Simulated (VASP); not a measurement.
# MgO (Fm-3m) in VASP: notebook

Runs on MgO. Level: PBE. Tasks: single point.

Everything below comes from runs of VASP 6.6.1. Logs are shortened: lines on timing, memory, paths and dates and some standing lists are left out, and cuts for length are marked.

## 1. The cell of the first run

The structure is cubic, space group Fm-3m (No. 225). The conventional cell has a = 4.254 Å, b = 4.254 Å, c = 4.254 Å, α = 90.00°, β = 90.00°, γ = 90.00°. Mg (site symmetry m-3m) has 6 O at 2.13 Å within 2.8 Å. Within 2.8 Å of O (site symmetry m-3m) lie 6 Mg at 2.13 Å.

## 2. Single point, PBE

INCAR

```
ALGO     = Normal         # electronic algorithm
EDIFF    = 1E-6           # SCF threshold, eV
ENCUT    = 600            # plane-wave cutoff, eV
GGA      = PE             # functional
GGA_COMPAT= F            
ISIF     = 2              # what is computed and relaxed
ISMEAR   = 0              # smearing method
LASPH    = T              # aspherical terms in the spheres
LCHARG   = F              # write CHGCAR
LREAL    = F              # projectors in reciprocal space
LWAVE    = F              # write WAVECAR
NBANDS   = 11             # bands
NELM     = 120            # most SCF steps
PREC     = Accurate       # precision mode
SIGMA    = 0.02           # smearing width, eV
```

KPOINTS

```
k-points
0
Gamma
  10 10 10
```

POSCAR

```
MgO
1.0
    0.0000000000      2.1267948290      2.1267948290
    2.1267948290      0.0000000000      2.1267948290
    2.1267948290      2.1267948290      0.0000000000
Mg O
1 1
Direct
    0.0000000000      0.0000000000      0.0000000000
    0.5000000000      0.5000000000      0.5000000000
```

Potentials or basis: VASP PAW PBE potentials, release 64 (Mg, O).

Started as:

```
> cat potpaw_PBE.64/Mg/POTCAR potpaw_PBE.64/O/POTCAR > POTCAR
> mpirun -np 1 vasp_std > vasp.out
```

OUTCAR:

```text
EDIFF = 1E-6
   ENCUT = 600
   GGA = PE
   ISIF = 2
   ISMEAR = 0
   LASPH = T
   LREAL = F
   NELM = 120
   PREC = Accurate

 ion  position               nearest neighbor table
   1  0.000  0.000  0.000-   2 2.13   2 2.13   2 2.13   2 2.13   2 2.13   2 2.13
   2  0.500  0.500  0.500-   1 2.13   1 2.13   1 2.13   1 2.13   1 2.13   1 2.13

  LATTYP: Found a face centered cubic cell.
 ALAT       =     4.2535896580

  Lattice vectors:

 A1 = (   0.0000000000,   2.1267948290,   2.1267948290)
 A2 = (   2.1267948290,   0.0000000000,   2.1267948290)
 A3 = (   2.1267948290,   2.1267948290,   0.0000000000)

Analysis of symmetry for initial positions (statically):
=====================================================================
 Subroutine PRICEL returns:
 Original cell was already a primitive cell.

 Routine SETGRP: Setting up the symmetry group for a
 face centered cubic supercell.

 Subroutine GETGRP returns: Found 48 space group operations
 (whereof 48 operations were pure point group operations)
 out of a pool of 48 trial point group operations.

The static configuration has the point symmetry O_h .

Analysis of symmetry for dynamics (positions and initial velocities):
=====================================================================
 Subroutine PRICEL returns:
 Original cell was already a primitive cell.

 Routine SETGRP: Setting up the symmetry group for a
 face centered cubic supercell.

 Subroutine GETGRP returns: Found 48 space group operations
 (whereof 48 operations were pure point group operations)
 out of a pool of 48 trial point group operations.

The dynamic configuration has the point symmetry O_h .

 Subroutine INISYM returns: Found 48 space group operations
 (whereof 48 operations are pure point group operations),
 and found     1 'primitive' translations

----------------------------------------------------------------------------------------

                                     Primitive cell

  volume of cell :      19.2401

  direct lattice vectors                    reciprocal lattice vectors
     0.000000000  2.126794829  2.126794829    -0.235095550  0.235095550  0.235095550
     2.126794829  0.000000000  2.126794829     0.235095550 -0.235095550  0.235095550
     2.126794829  2.126794829  0.000000000     0.235095550  0.235095550 -0.235095550

  length of vectors
     3.007742092  3.007742092  3.007742092     0.407197437  0.407197437  0.407197437

  position of ions in fractional coordinates (direct lattice)
     0.000000000  0.000000000  0.000000000
     0.500000000  0.500000000  0.500000000

  ion indices of the primitive-cell ions
   primitive index   ion index
                 1           1
                 2           2

----------------------------------------------------------------------------------------

 KPOINTS: k-points

Automatic generation of k-mesh.
 Grid dimensions read from file:
 generate k-points for:   10   10   10

 Generating k-lattice:

  Cartesian coordinates                     Fractional coordinates (reciprocal lattice)
    -0.023509555  0.023509555  0.023509555     0.100000000  0.000000000  0.000000000
     0.023509555 -0.023509555  0.023509555     0.000000000  0.100000000  0.000000000
     0.023509555  0.023509555 -0.023509555     0.000000000  0.000000000  0.100000000

  Length of vectors
     0.040719744  0.040719744  0.040719744

  Shift w.r.t. Gamma in fractional coordinates (k-lattice)
     0.000000000  0.000000000  0.000000000

 Subroutine IBZKPT returns following result:
 ===========================================

 Found     47 irreducible k-points:

 Following reciprocal coordinates:
            Coordinates               Weight
  0.000000  0.000000  0.000000      1.000000
  0.100000  0.000000  0.000000      8.000000
  0.200000  0.000000  0.000000      8.000000
  0.300000  0.000000  0.000000      8.000000
  0.400000  0.000000  0.000000      8.000000
  0.500000  0.000000  0.000000      4.000000
[... 16 lines left out ...]
  0.300000  0.300000  0.000000      6.000000
  0.400000  0.300000  0.000000     24.000000
 [... further k-points ...]
   k-points           NKPTS =     47   k-points in BZ     NKDIM =     47   number of bands    NBANDS=     11
   number of dos      NEDOS =    301   number of ions     NIONS =      2
   total plane-waves  NPLWV =  13824
   dimension x,y,z NGX =    24 NGY =   24 NGZ =   24
   dimension x,y,z NGXF=    48 NGYF=   48 NGZF=   48
   ions per type =               1   1
   NGX,Y,Z   is equivalent  to a cutoff of  13.27, 13.27, 13.27 a.u.
   NGXF,Y,Z  is equivalent  to a cutoff of  26.53, 26.53, 26.53 a.u.
 SYSTEM =  unknown system
   PREC   = accura    normal or accurate (medium, high low for compatibility)
   ISTART =      0    job   : 0-new  1-cont  2-samecut
   ICHARG =      2    charge: 1-file 2-atom 10-const
   ISPIN  =      1    spin polarized calculation?
   LNONCOLLINEAR =      F non collinear calculations
   LSORBIT =      F    spin-orbit coupling
   LASPH  =      T    aspherical Exc in radial PAW
   ENCUT  =  600.0 eV  44.10 Ry    6.64 a.u.   6.01  6.01  6.01*2*pi/ulx,y,z
   NELM   =    120;   NELMIN=  2; NELMDL= -5     # of ELM steps
   EDIFF  = 0.1E-05   stopping-criterion for ELM
   LREAL  =      F    real-space projection
   EDIFFG = 0.1E-04   stopping-criterion for IOM
   NSW    =      0    number of steps for IOM
   IBRION =     -1    ionic relax: 0-MD 1-quasi-New 2-CG
   NFREE  =      0    steps in history (QN), initial steepest desc. (CG)
   ISIF   =      2    stress and relaxation
   ISYM   =      2    0-nonsym 1-usesym 2-fastsym
   POTIM  = 0.5000    time-step for ionic-motion
   TEBEG  =    0.0;   TEEND  =   0.0 temperature during run
   PSTRESS=    0.0 pullay stress
   NELECT =       8.0000    total number of electrons
   NUPDOWN=      -1.0000    fix difference up-down
   EMIN   =  10.00;   EMAX   =-10.00  energy-range for DOS
   EFERMI =   0.00;   METHOD = LEGACY
   ISMEAR =     0;   SIGMA  =   0.02  broadening in eV -4-tet -1-fermi 0-gaus
   EFERMI_NEDOS =   21; number of points for ismear=-14 and -15
   IALGO  =     38    algorithm
   IMIX   =      4    mixing-type and parameters
     AMIX     =   0.40;   BMIX     =  1.00
     AMIX_MAG =   1.60;   BMIX_MAG =  1.00
  volume/ion in A,a.u.               =       9.62        64.92
  Fermi-wavevector in a.u.,A,eV,Ry     =   1.221901  2.309057 20.314059  1.493041
  Thomas-Fermi vector in A             =   2.357067
   LORBIT       =      0    0 simple, 1 ext, 2 COOP (PROOUT), +10 PAW based schemes
   GGA     = PE    functional components
   LHFCALC =     F    Hartree Fock is set to
   AEXX    =    0.0000 exact exchange contribution
   IVDW    =     0    specifies the selected vdW correction
   LEPSILON=     F    determine dielectric tensor
   LRPA    =     F    only Hartree local field effects (RPA)
 non-spin polarized calculation
 Gauss-broadening in eV      SIGMA  =   0.02
  energy-cutoff  :      600.00
  volume of cell :       19.24
 maximum number of plane-waves:       656
   NGX = 13   NGY = 13   NGZ = 13

 number of electron       8.0000004 magnetization

 Free energy of the ion-electron system (eV)
  ---------------------------------------------------
  ext. energy  EPLUGINS =         0.00000000
  ---------------------------------------------------
  free energy    TOTEN  =       -11.91484369 eV

  energy without entropy =      -11.91484369  energy(sigma->0) =      -11.91484369

 E-fermi :   3.1845     XC(G=0): -10.9400

 val. band max:        2.9677242743   @ k =   0.0000   0.0000   0.0000
 cond. band min:       7.4138230170   @ k =   0.0000   0.0000   0.0000
 fundamental gap:      4.4460987427
 Fermi energy:         3.1844766307

 k-point     1 :       0.0000    0.0000    0.0000
  band No.  band energies     occupation
      1     -14.1468      2.00000
      2       2.9677      2.00000
      3       2.9677      2.00000
      4       2.9677      2.00000
      5       7.4138      0.00000
      6      18.6023      0.00000
      7      18.6023      0.00000
      8      18.6023      0.00000
      9      22.4402      0.00000
     10      24.1828      0.00000
     11      24.1828      0.00000

 k-point     2 :       0.1000    0.0000    0.0000
  band No.  band energies     occupation
      1     -14.0465      2.00000
      2       2.3215      2.00000
      3       2.9038      2.00000
      4       2.9038      2.00000
      5       8.0459      0.00000
      6      17.3604      0.00000
      7      18.8310      0.00000
      8      18.8310      0.00000
      9      23.4109      0.00000
     10      23.4109      0.00000
     11      24.0402      0.00000

 k-point     3 :       0.2000    0.0000    0.0000
  band No.  band energies     occupation
      1     -13.7712      2.00000
      2       1.0298      2.00000
      3       2.7411      2.00000
      4       2.7411      2.00000
      5       9.2448      0.00000
      6      15.8392      0.00000
      7      19.2769      0.00000
      8      19.2769      0.00000
      9      22.7123      0.00000
     10      22.7123      0.00000
     11      24.7614      0.00000

 k-point     4 :       0.3000    0.0000    0.0000
  band No.  band energies     occupation
      1     -13.4009      2.00000
      2      -0.2496      2.00000
      3       2.5499      2.00000
      4       2.5500      2.00000
      5      10.2086      0.00000
      6      15.0964      0.00000
      7      19.3390      0.00000
      8      19.3390      0.00000
      9      23.1647      0.00000
     10      23.1647      0.00000
     11      24.1417      0.00000
[... 239 lines left out ...]
 k-point    22 :      -0.2000    0.2000    0.0000
  band No.  band energies     occupation
      1     -13.2906      2.00000
      2      -0.0585      2.00000
      3       1.6785      2.00000
      4       2.5486      2.00000
      5      11.1307      0.00000
      6      14.7130      0.00000
      7      17.7473      0.00000
      8      20.4084      0.00000
      9      21.2268      0.00000
     10      23.9857      0.00000
     11      27.2860      0.00000

 k-point    23 :       0.3000    0.3000    0.0000
  band No.  band energies     occupation
      1     -13.2085      2.00000
      2      -0.1059      2.00000
      3       2.0609      2.00000
      4       2.0609      2.00000
      5      11.5137      0.00000
      6      13.3401      0.00000
      7      17.0759      0.00000
      8      20.5482      0.00000
      9      20.5482      0.00000
     10      26.7836      0.00000
     11      29.7473      0.00000

 k-point    24 :       0.4000    0.3000    0.0000
  band No.  band energies     occupation
      1     -12.9755      2.00000
      2      -0.5121      2.00000
      3       1.7071      2.00000
      4       1.9187      2.00000
      5      12.2531      0.00000
      6      13.0529      0.00000
      7      16.2592      0.00000
      8      20.7615      0.00000
      9      20.9629      0.00000
     10      27.4949      0.00000
     11      29.3591      0.00000

 [... further k-points ...]
[... 5 lines left out ...]
  --------------------------------------------------------------------------------------
  -------------------------------------------------------------------------------------
  Total       -0.1211688     -0.1211688     -0.1211688      0.0000000      0.0000000      0.0000000
  in kB      -10.0900820    -10.0900820    -10.0900820      0.0000000      0.0000000      0.0000000
  external PRESSURE =     -10.0900820 kB  Pullay stress =       0.0000000 kB

 VOLUME and BASIS-vectors are now :
 -----------------------------------------------------------------------------
  energy-cutoff  :      600.00
  volume of cell :       19.24
      direct lattice vectors                 reciprocal lattice vectors
     0.000000000  2.126794829  2.126794829    -0.235095550  0.235095550  0.235095550
     2.126794829  0.000000000  2.126794829     0.235095550 -0.235095550  0.235095550
     2.126794829  2.126794829  0.000000000     0.235095550  0.235095550 -0.235095550

 POSITION                                       TOTAL-FORCE (eV/Angst)
 -----------------------------------------------------------------------------------
      0.00000      0.00000      0.00000         0.000000      0.000000      0.000000
      2.12679      2.12679      2.12679         0.000000      0.000000      0.000000
 -----------------------------------------------------------------------------------
    total drift:                               -0.000000     -0.000000      0.000000

  FREE ENERGIE OF THE ION-ELECTRON SYSTEM (eV)
  ---------------------------------------------------
  free  energy   TOTEN  =       -11.9148436861 eV

  energy  without entropy=      -11.9148436861  energy(sigma->0) =      -11.91484369
```

Run time: 12 s. Hardware: 1 thread of Intel Xeon 8259CL, shared host; peak memory 0.15 GiB.

Results:

| Property | Result |
| --- | --- |
| Free energy | -11.9148 eV |
| Pressure | -1.0 GPa |
| Band gap on the k mesh | 4.45 eV, direct |

Levels at points of the mesh, in eV from the valence-band top:
```
           k point  band 2  band 3  band 4  band 5  band 6  band 7
(0.00, 0.00, 0.00)    0.00    0.00    0.00    4.45   15.63   15.63
(0.50, 0.00, 0.00)   -4.49   -0.62   -0.62    7.71   12.27   16.01
(0.50, 0.50, 0.00)   -3.96   -1.31   -1.31    9.08    9.65   12.79
```

## 3. Single point, PBE

INCAR

```
SYSTEM = MgO
ALGO = Normal
EDIFF = 1E-7
ENCUT = 520
GGA = PE
ISIF = 2
ISMEAR = 0
LASPH = .TRUE.
LCHARG = .FALSE.
LREAL = .FALSE.
LWAVE = .FALSE.
NBANDS = 11
NELM = 60
PREC = Accurate
SIGMA = 0.02
```

KPOINTS

```
k-points
0
G
  10 10 10
  0 0 0
```

POSCAR

```
MgO
1.0
    0.0000000000      2.1267948278      2.1267948278
    2.1267948278      0.0000000000      2.1267948278
    2.1267948278      2.1267948278      0.0000000000
Mg O
1 1
Direct
    0.0000000000      0.0000000000      0.0000000000
    0.5000000000      0.5000000000      0.5000000000
```

Potentials or basis: VASP PAW PBE potentials, release 64 (Mg, O).

Started as:

```
> cat potpaw_PBE.64/Mg/POTCAR potpaw_PBE.64/O/POTCAR > POTCAR
> mpirun -np 1 vasp_std > vasp.out
```

It took 7.2 s on 1 thread of Intel Xeon Platinum 8259CL at 2.50GHz (Skylake/Cascade Lake), shared host; peak memory 0.14 GiB.

The run converged. Its results:

```
Free energy            : -11.9117 eV
Pressure               : -0.7 GPa
Band gap on the k mesh : 4.45 eV, direct
```

Levels at points of the mesh, in eV from the valence-band top:
```
           k point  band 1  band 2  band 3  band 4  band 5  band 6  band 7  band 8
(0.00, 0.00, 0.00)  -17.12    0.00    0.00    0.00    4.45   15.63   15.63   15.63
(0.50, 0.00, 0.00)  -15.90   -4.49   -0.62   -0.62    7.71   12.27   16.01   16.01
(0.50, 0.50, 0.00)  -15.66   -3.96   -1.31   -1.31    9.08    9.65   12.79   18.53
```

(Part 1 of 2 ends here.)
